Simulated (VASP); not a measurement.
Set up this calculation in VASP 6.6.1, as the native input.

| Quantity | Value |
| --- | --- |
| Task | single point |
| Functional | PBE |
| Potentials or basis | VASP PAW PBE potentials, release 64 (Ba_sv, Ho_3, Te), 4f in core |
| Cutoff | 500 eV |
| k mesh | 4 × 4 × 2 |
| Occupations | gaussian, width 0.2 eV |
| Spin | no spin polarisation |
| Dipole correction | no |
| Further INCAR settings | ALGO = Normal; EDIFF = 1e-06; NBANDS = 36 |

The structure of Ba2Ho3Te lies in POSCAR:

```
Ba2Ho3Te
1.0
    5.5664308030      0.0000000000      0.0000000000
   -2.7832154015      4.8206704838      0.0000000000
    0.0000000000      0.0000000000      9.4480721699
Ba Ho Te
2 3 1
Direct
    0.6666666667      0.3333333333      0.8333143299
    0.3333333333      0.6666666667      0.1666856701
    0.6666666667      0.3333333333      0.4329622264
    0.3333333333      0.6666666667      0.5670377736
    0.0000000000      0.0000000000      0.5000000000
    0.0000000000      0.0000000000      0.0000000000
```

The cell was generated, and may not be a known phase.

These files were run (other wordings do the same):

INCAR

```
SYSTEM = Ba2Ho3Te
ALGO     = Normal         ! electronic algorithm
EDIFF    = 1E-6           ! SCF threshold, eV
ENCUT    = 500            ! plane-wave cutoff, eV
GGA      = PE             ! functional
GGA_COMPAT= .FALSE.      
ISIF     = 2              ! what is computed and relaxed
ISMEAR   = 0              ! smearing method
LASPH    = .TRUE.         ! aspherical terms in the spheres
LCHARG   = .TRUE.         ! write CHGCAR
LELF     = .TRUE.         ! ELF
LMAXMIX  = 6              ! l up to which the mixer works
LREAL    = .FALSE.        ! projectors in reciprocal space
LVHAR    = .TRUE.       
LWAVE    = .FALSE.        ! write WAVECAR
NBANDS   = 36             ! bands
NELM     = 200            ! most SCF steps
PREC     = Accurate       ! precision mode
SIGMA    = 0.2            ! smearing width, eV
```

KPOINTS

```
k-points
0
G
  4 4 2
  0 0 0
```

Potentials or basis: VASP PAW PBE potentials, release 64 (Ba_sv, Ho_3, Te), 4f in core.

The run is started by

```console
$ cat potpaw_PBE.64/Ba_sv/POTCAR potpaw_PBE.64/Ho_3/POTCAR potpaw_PBE.64/Te/POTCAR > POTCAR
$ mpirun -np 1 vasp_std > vasp.out
```

Results of the run:

- Pressure: 0.4 GPa
- Largest force: 0.105 eV/Å
- Band gap on the k mesh: zero (an odd number of electrons rules out a gap without spin polarisation)

Caveat: spin-orbit coupling is left out, which moves the levels of the heavy elements; the 4f electrons are frozen in the core, so they carry no moment and show no levels.

Wall time 83 s on 1 thread of Intel(R) Xeon(R) Platinum 8488C (Sapphire Rapids), on a shared host, peak memory 0.38 GiB.
